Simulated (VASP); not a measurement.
# Be (P4_2/mnm) in VASP: further runs, part 2 of 2

VASP 6.6.1. Earlier steps stand in the parts before.

## 4. Electric field gradients, PBE (volume scaled by 0.98)

INCAR reads:

```
SYSTEM = Be
PREC = Accurate ; ENCUT = 520
EDIFF = 1E-8 ; ISMEAR = -1
SIGMA = 0.05 ; LREAL = .False.
LASPH = .True. ; NELM = 100
ALGO = Normal ; ISIF = 2
LWAVE = .False. ; LCHARG = .False.
GGA = PE ; LEFG = .True.
NBANDS = 12
```

KPOINTS reads:

```
regular mesh
0
Gamma
  9 9 14
  0 0 0
```

POSCAR reads:

```
Be
1.0
    3.7216668396      0.0000000000      0.0000000000
    0.0000000000      3.7216668396      0.0000000000
    0.0000000000      0.0000000000      2.2659689346
Be
4
Direct
    0.2974080000      0.2974080000      0.0000000000
    0.7025920000      0.7025920000      0.0000000000
    0.2025920000      0.7974080000      0.5000000000
    0.7974080000      0.2025920000      0.5000000000
```

Potentials or basis: VASP PAW PBE potentials, release 64 (Be).

Run with:

```sh
$ cat potpaw_PBE.64/Be/POTCAR > POTCAR
$ mpirun -np 1 vasp_std > vasp.out
```

OUTCAR:

```text
SYSTEM = Be
   PREC = Accurate
   ENCUT = 520
   EDIFF = 1E-8
   ISMEAR = -1
   LREAL = .False.
   LASPH = .True.
   NELM = 100
   ISIF = 2
   GGA = PE

 ion  position               nearest neighbor table
   1  0.297  0.297  0.000-   2 2.13   3 2.21   4 2.21   3 2.21   4 2.21   3 2.21   3 2.21   4 2.21
                             4 2.21
   2  0.703  0.703  0.000-   1 2.13   3 2.21   4 2.21   3 2.21   4 2.21   4 2.21   4 2.21   3 2.21
                             3 2.21
   3  0.203  0.797  0.500-   4 2.13   2 2.21   1 2.21   1 2.21   2 2.21   1 2.21   1 2.21   2 2.21
                             2 2.21
   4  0.797  0.203  0.500-   3 2.13   2 2.21   1 2.21   1 2.21   2 2.21   2 2.21   2 2.21   1 2.21
                             1 2.21

  LATTYP: Found a simple tetragonal cell.
 ALAT       =     3.7216668396
 C/A-ratio  =     0.6088586196

  Lattice vectors:

 A1 = (   3.7216668396,   0.0000000000,   0.0000000000)
 A2 = (   0.0000000000,   3.7216668396,   0.0000000000)
 A3 = (   0.0000000000,   0.0000000000,   2.2659689346)

Analysis of symmetry for initial positions (statically):
=====================================================================
 Subroutine PRICEL returns:
 Original cell was already a primitive cell.

 Routine SETGRP: Setting up the symmetry group for a
 simple tetragonal supercell.

 Subroutine GETGRP returns: Found 16 space group operations
 (whereof  8 operations were pure point group operations)
 out of a pool of 16 trial point group operations.

The static configuration has the point symmetry D_2h.
 The point group associated with its full space group is D_4h.

Analysis of symmetry for dynamics (positions and initial velocities):
[... 527 lines left out ...]
     10      18.4169      0.00000
     11      22.1347      0.00000
     12      23.3825      0.00000

 [... further k-points ...]
[... 5 lines left out ...]
  --------------------------------------------------------------------------------------
  -------------------------------------------------------------------------------------
  Total        0.5884713      0.5884713      0.3741273      0.0000000      0.0000000      0.0000000
  in kB       30.0404846     30.0404846     19.0985782      0.0000000      0.0000000      0.0000000
  external PRESSURE =      26.3931825 kB  Pullay stress =       0.0000000 kB

 VOLUME and BASIS-vectors are now :
 -----------------------------------------------------------------------------
  energy-cutoff  :      520.00
  volume of cell :       31.39
      direct lattice vectors                 reciprocal lattice vectors
     3.721666840  0.000000000  0.000000000     0.268696808  0.000000000  0.000000000
     0.000000000  3.721666840  0.000000000     0.000000000  0.268696808  0.000000000
     0.000000000  0.000000000  2.265968935     0.000000000  0.000000000  0.441312317

 POSITION                                       TOTAL-FORCE (eV/Angst)
 -----------------------------------------------------------------------------------
      1.10685      1.10685      0.00000        -0.005667     -0.005667      0.000000
      2.61481      2.61481      0.00000         0.005667      0.005667      0.000000
      0.75398      2.96769      1.13298         0.005667     -0.005667      0.000000
      2.96769      0.75398      1.13298        -0.005667      0.005667      0.000000
 -----------------------------------------------------------------------------------
    total drift:                                0.000000      0.000000     -0.000000

  FREE ENERGIE OF THE ION-ELECTRON SYSTEM (eV)
  ---------------------------------------------------
  free  energy   TOTEN  =       -14.8482982535 eV

  energy  without entropy=      -14.8437569795  energy(sigma->0) =      -14.84602762

 Electric field gradients (V/A^2)
---------------------------------------------------------------------
 ion       V_xx      V_yy      V_zz      V_xy      V_xz      V_yz
---------------------------------------------------------------------
   1       0.265     0.265    -0.530    -1.512    -0.000     0.000
   2       0.265     0.265    -0.530    -1.512    -0.000    -0.000
   3       0.265     0.265    -0.530     1.512     0.000    -0.000
   4       0.265     0.265    -0.530     1.512     0.000    -0.000
---------------------------------------------------------------------

 Electric field gradients after diagonalization (V/A^2)
 (convention: |V_zz| > |V_xx| > |V_yy|)
----------------------------------------------------------------------
 ion       V_xx      V_yy      V_zz     asymmetry (V_yy - V_xx)/ V_zz
----------------------------------------------------------------------
   1      -1.247    -0.530     1.778       0.403
   2      -1.247    -0.530     1.778       0.403
   3      -1.247    -0.530     1.778       0.403
   4      -1.247    -0.530     1.778       0.403
----------------------------------------------------------------------

           NMR quadrupolar parameters

 Cq : quadrupolar parameter    Cq=e*Q*V_zz/h
 eta: asymmetry parameters     (V_yy - V_xx)/ V_zz
 Q  : nuclear electric quadrupole moment in mb (millibarn)
----------------------------------------------------------------------
 ion       Cq(MHz)       eta       Q (mb)
----------------------------------------------------------------------
   1       0.004       0.403       1.000
   2       0.004       0.403       1.000
   3       0.004       0.403       1.000
   4       0.004       0.403       1.000
----------------------------------------------------------------------
```

OSZICAR:

```text
N       E                     dE             d eps       ncg     rms          rms(c)
DAV:   1     0.674916298313E+00    0.67492E+00   -0.33651E+03  2880   0.561E+02
DAV:   2    -0.146120743545E+02   -0.15287E+02   -0.14700E+02  3796   0.998E+01
DAV:   3    -0.149922676877E+02   -0.38019E+00   -0.37728E+00  4012   0.108E+01
DAV:   4    -0.149934331480E+02   -0.11655E-02   -0.11625E-02  3532   0.662E-01
DAV:   5    -0.149934364093E+02   -0.32613E-05   -0.32612E-05  3840   0.320E-02    0.177E+00
DAV:   6    -0.148888840547E+02    0.10455E+00   -0.20673E-02  3404   0.127E+00    0.108E+00
DAV:   7    -0.148483423396E+02    0.40542E-01   -0.24317E-02  3352   0.128E+00    0.975E-02
DAV:   8    -0.148482976775E+02    0.44662E-04   -0.54349E-04  3716   0.139E-01    0.160E-02
DAV:   9    -0.148482971842E+02    0.49332E-06   -0.33685E-06  4128   0.113E-02    0.624E-03
DAV:  10    -0.148482981166E+02   -0.93244E-06   -0.53148E-07  3620   0.576E-03    0.103E-03
DAV:  11    -0.148482983396E+02   -0.22292E-06   -0.25704E-08  3580   0.112E-03    0.169E-04
DAV:  12    -0.148482982851E+02    0.54490E-07   -0.79604E-10  2396   0.193E-04    0.419E-05
DAV:  13    -0.148482982530E+02    0.32053E-07   -0.81539E-11  2072   0.670E-05    0.685E-06
DAV:  14    -0.148482982535E+02   -0.51881E-09   -0.54611E-12  1948   0.256E-05
   1 F= -.14848298E+02 E0= -.14846028E+02  d E =-.454127E-02
```

stdout:

```text
POSCAR found type information on POSCAR Be
 POSCAR found :  1 types and       4 ions
 scaLAPACK will be used
 LDA part: xc-table for (Slater+PW92), standard interpolation
 POSCAR, INCAR and KPOINTS ok, starting setup
 FFT: planning ... GRIDC
 FFT: planning ... GRID_SOFT
 FFT: planning ... GRID
 WAVECAR not read
 entering main loop
ion   1

ion   2

ion   3

ion   4
```

Run time: 29 s. Hardware: 1 thread of Intel Xeon Platinum 8259CL at 2.50GHz (Skylake/Cascade Lake), shared host; peak memory 0.15 GiB.

What came out:

```
Free energy            : -14.8483 eV
Pressure               : 2.6 GPa
Largest force          : 0.008 eV/Å
Band gap on the k mesh : zero (band 4 reaches 7.99 eV, above the bottom of band 5 at 5.96 eV)
```

Forces on the atoms (eV/Å):
```
Be  -0.006 -0.006  0.000
Be   0.006  0.006  0.000
Be   0.006 -0.006  0.000
Be  -0.006  0.006  0.000
```

Stress tensor (GPa, compression positive):
```
3.00 0.00 0.00
0.00 3.00 0.00
0.00 0.00 1.91
```

Electric field gradients, principal values (V/Å²):
```
atom   least  middle  greatest (by size)
1 Be  -0.530  -1.247               1.778
2 Be  -0.530  -1.247               1.778
3 Be  -0.530  -1.247               1.778
4 Be  -0.530  -1.247               1.778
```

Caveat: without QUAD_EFG the Cq values of the log hold for a quadrupole moment of 1 mb, not for the nuclei.

## 5. Electric field gradients, PBE (volume scaled by 0.98)

INCAR reads:

```
  PREC = Accurate
  ENCUT = 520
  EDIFF = 1E-8
  ISMEAR = -1
  SIGMA = 0.05
  LREAL = F
  LASPH = T
  NELM = 80
  ALGO = Normal
  ISIF = 2
  LWAVE = F
  LCHARG = F
  GGA = PE
  LEFG = T
  NBANDS = 12
```

KPOINTS reads:

```
regular mesh
0
Gamma
  9 9 14
```

POSCAR is that of step 4.

Potentials or basis: VASP PAW PBE potentials, release 64 (Be).

Run with:

```sh
$ cat potpaw_PBE.64/Be/POTCAR > POTCAR
$ mpirun -np 1 vasp_std > vasp.out
```

OUTCAR:

```text
PREC = Accurate
   ENCUT = 520
   EDIFF = 1E-8
   ISMEAR = -1
   LREAL = F
   LASPH = T
   NELM = 80
   ISIF = 2
   GGA = PE

 ion  position               nearest neighbor table
   1  0.297  0.297  0.000-   2 2.13   3 2.21   4 2.21   3 2.21   4 2.21   3 2.21   3 2.21   4 2.21
                             4 2.21
   2  0.703  0.703  0.000-   1 2.13   3 2.21   4 2.21   3 2.21   4 2.21   4 2.21   4 2.21   3 2.21
                             3 2.21
   3  0.203  0.797  0.500-   4 2.13   2 2.21   1 2.21   1 2.21   2 2.21   1 2.21   1 2.21   2 2.21
                             2 2.21
   4  0.797  0.203  0.500-   3 2.13   2 2.21   1 2.21   1 2.21   2 2.21   2 2.21   2 2.21   1 2.21
                             1 2.21

  LATTYP: Found a simple tetragonal cell.
 ALAT       =     3.7216668396
 C/A-ratio  =     0.6088586196

  Lattice vectors:

 A1 = (   3.7216668396,   0.0000000000,   0.0000000000)
 A2 = (   0.0000000000,   3.7216668396,   0.0000000000)
 A3 = (   0.0000000000,   0.0000000000,   2.2659689346)

Analysis of symmetry for initial positions (statically):
=====================================================================
 Subroutine PRICEL returns:
 Original cell was already a primitive cell.

 Routine SETGRP: Setting up the symmetry group for a
 simple tetragonal supercell.

 Subroutine GETGRP returns: Found 16 space group operations
 (whereof  8 operations were pure point group operations)
 out of a pool of 16 trial point group operations.

The static configuration has the point symmetry D_2h.
 The point group associated with its full space group is D_4h.

Analysis of symmetry for dynamics (positions and initial velocities):
=====================================================================
 Subroutine PRICEL returns:
 Original cell was already a primitive cell.

 Routine SETGRP: Setting up the symmetry group for a
 simple tetragonal supercell.

 Subroutine GETGRP returns: Found 16 space group operations
 (whereof  8 operations were pure point group operations)
 out of a pool of 16 trial point group operations.

The dynamic configuration has the point symmetry D_2h.
 The point group associated with its full space group is D_4h.

 Subroutine INISYM returns: Found 16 space group operations
 (whereof  8 operations are pure point group operations),
 and found     1 'primitive' translations

----------------------------------------------------------------------------------------

                                     Primitive cell

  volume of cell :      31.3855

  direct lattice vectors                    reciprocal lattice vectors
     3.721666840  0.000000000  0.000000000     0.268696808  0.000000000  0.000000000
     0.000000000  3.721666840  0.000000000     0.000000000  0.268696808  0.000000000
     0.000000000  0.000000000  2.265968935     0.000000000  0.000000000  0.441312317

  length of vectors
     3.721666840  3.721666840  2.265968935     0.268696808  0.268696808  0.441312317

  position of ions in fractional coordinates (direct lattice)
     0.297408000  0.297408000  0.000000000
     0.702592000  0.702592000  0.000000000
     0.202592000  0.797408000  0.500000000
     0.797408000  0.202592000  0.500000000
[... 102 lines left out ...]
  Thomas-Fermi vector in A             =   2.172458
   LORBIT       =      0    0 simple, 1 ext, 2 COOP (PROOUT), +10 PAW based schemes
   GGA     = PE    functional components
   LHFCALC =     F    Hartree Fock is set to
   AEXX    =    0.0000 exact exchange contribution
   IVDW    =     0    specifies the selected vdW correction
   LEPSILON=     F    determine dielectric tensor
   LRPA    =     F    only Hartree local field effects (RPA)
 non-spin polarized calculation
  energy-cutoff  :      520.00
  volume of cell :       31.39
 maximum number of plane-waves:       860
 NGX is ok and might be reduce to    28
   NGX = 13   NGY = 13   NGZ =  9

 number of electron       8.0000000 magnetization

 Free energy of the ion-electron system (eV)
  ---------------------------------------------------
  ext. energy  EPLUGINS =         0.00000000
  ---------------------------------------------------
  free energy    TOTEN  =       -14.84829825 eV

  energy without entropy =      -14.84375698  energy(sigma->0) =      -14.84602762

 E-fermi :   6.9585     XC(G=0): -10.6288

 val. band max:        6.9544460482   @ k =   0.2222   0.0000   0.2857
 cond. band min:       6.9757519056   @ k =   0.2222   0.0000   0.2857
 fundamental gap:      0.0213058573
 Fermi energy:         6.9585104087

 k-point     1 :       0.0000    0.0000    0.0000
  band No.  band energies     occupation
      1      -4.3050      2.00000
      2       1.9256      2.00000
      3       2.4981      2.00000
      4       5.9648      2.00000
      5       5.9648      2.00000
      6      11.8938      0.00000
      7      11.8938      0.00000
      8      14.4379      0.00000
      9      16.3226      0.00000
     10      17.6573      0.00000
     11      23.3151      0.00000
     12      23.3151      0.00000
[... 331 lines left out ...]
 k-point    24 :       0.4444    0.1111    0.0714
  band No.  band energies     occupation
      1      -2.5250      2.00000
      2      -1.6464      2.00000
      3       3.3584      2.00000
      4       4.2128      2.00000
      5       9.1345      0.00000
      6       9.5895      0.00000
      7      14.9800      0.00000
      8      17.2733      0.00000
      9      17.5093      0.00000
     10      18.4169      0.00000
     11      22.1347      0.00000
     12      23.3825      0.00000

 [... further k-points ...]
[... 5 lines left out ...]
  --------------------------------------------------------------------------------------
  -------------------------------------------------------------------------------------
  Total        0.5884713      0.5884713      0.3741273      0.0000000      0.0000000      0.0000000
  in kB       30.0404846     30.0404846     19.0985782      0.0000000      0.0000000      0.0000000
  external PRESSURE =      26.3931825 kB  Pullay stress =       0.0000000 kB

 VOLUME and BASIS-vectors are now :
 -----------------------------------------------------------------------------
  energy-cutoff  :      520.00
  volume of cell :       31.39
      direct lattice vectors                 reciprocal lattice vectors
     3.721666840  0.000000000  0.000000000     0.268696808  0.000000000  0.000000000
     0.000000000  3.721666840  0.000000000     0.000000000  0.268696808  0.000000000
     0.000000000  0.000000000  2.265968935     0.000000000  0.000000000  0.441312317

 POSITION                                       TOTAL-FORCE (eV/Angst)
 -----------------------------------------------------------------------------------
      1.10685      1.10685      0.00000        -0.005667     -0.005667      0.000000
      2.61481      2.61481      0.00000         0.005667      0.005667      0.000000
      0.75398      2.96769      1.13298         0.005667     -0.005667      0.000000
      2.96769      0.75398      1.13298        -0.005667      0.005667      0.000000
 -----------------------------------------------------------------------------------
    total drift:                                0.000000      0.000000     -0.000000

  FREE ENERGIE OF THE ION-ELECTRON SYSTEM (eV)
  ---------------------------------------------------
  free  energy   TOTEN  =       -14.8482982535 eV

  energy  without entropy=      -14.8437569795  energy(sigma->0) =      -14.84602762

 Electric field gradients (V/A^2)
---------------------------------------------------------------------
 ion       V_xx      V_yy      V_zz      V_xy      V_xz      V_yz
---------------------------------------------------------------------
   1       0.265     0.265    -0.530    -1.512    -0.000     0.000
   2       0.265     0.265    -0.530    -1.512    -0.000    -0.000
   3       0.265     0.265    -0.530     1.512     0.000    -0.000
   4       0.265     0.265    -0.530     1.512     0.000    -0.000
---------------------------------------------------------------------

 Electric field gradients after diagonalization (V/A^2)
 (convention: |V_zz| > |V_xx| > |V_yy|)
----------------------------------------------------------------------
 ion       V_xx      V_yy      V_zz     asymmetry (V_yy - V_xx)/ V_zz
----------------------------------------------------------------------
   1      -1.247    -0.530     1.778       0.403
   2      -1.247    -0.530     1.778       0.403
   3      -1.247    -0.530     1.778       0.403
   4      -1.247    -0.530     1.778       0.403
----------------------------------------------------------------------

           NMR quadrupolar parameters

 Cq : quadrupolar parameter    Cq=e*Q*V_zz/h
 eta: asymmetry parameters     (V_yy - V_xx)/ V_zz
 Q  : nuclear electric quadrupole moment in mb (millibarn)
----------------------------------------------------------------------
 ion       Cq(MHz)       eta       Q (mb)
----------------------------------------------------------------------
   1       0.004       0.403       1.000
   2       0.004       0.403       1.000
   3       0.004       0.403       1.000
   4       0.004       0.403       1.000
----------------------------------------------------------------------
```

It took 29 s on 1 thread of Intel Xeon Platinum 8259CL at 2.50GHz (Skylake/Cascade Lake), shared host; peak memory 0.15 GiB.

Results:

| Property | Result |
| --- | --- |
| Free energy | -14.8483 eV |
| Pressure | 2.6 GPa |
| Largest force | 0.008 eV/Å |
| Band gap on the k mesh | zero (band 4 reaches 7.99 eV, above the bottom of band 5 at 5.96 eV) |

Forces on the atoms (eV/Å):
```
Be  -0.006 -0.006  0.000
Be   0.006  0.006  0.000
Be   0.006 -0.006  0.000
Be  -0.006  0.006  0.000
```

Electric field gradients, principal values (V/Å²):
| atom | least | middle | greatest (by size) |
| --- | --- | --- | --- |
| 1 Be | -0.530 | -1.247 | 1.778 |
| 2 Be | -0.530 | -1.247 | 1.778 |
| 3 Be | -0.530 | -1.247 | 1.778 |
| 4 Be | -0.530 | -1.247 | 1.778 |

Caveat: without QUAD_EFG the Cq values of the log hold for a quadrupole moment of 1 mb, not for the nuclei.

## 6. The runs side by side

| cell | gap on the mesh (eV) | pressure (GPa) | largest force (eV/Å) |
| --- | --- | --- | --- |
| a = 3.784, b = 3.784, c = 2.281 Å, 4 atoms | none | -2.1 | 0.06 |
| a = 3.670, b = 3.670, c = 2.235 Å, 4 atoms | none | 8.4 | 0.03 |
| a = 3.722, b = 3.722, c = 2.266 Å, 4 atoms | none | 2.6 | 0.01 |

Alike in all rows: task electric field gradients; level PBE; potentials or basis VASP PAW PBE potentials, release 64 (Be); no spin polarisation; k mesh 9 × 9 × 14; cutoff (eV) 520; smearing fermi-dirac 0.05 eV.

Total energies depend on the potentials used, so only differences within one code and one set of settings carry meaning.
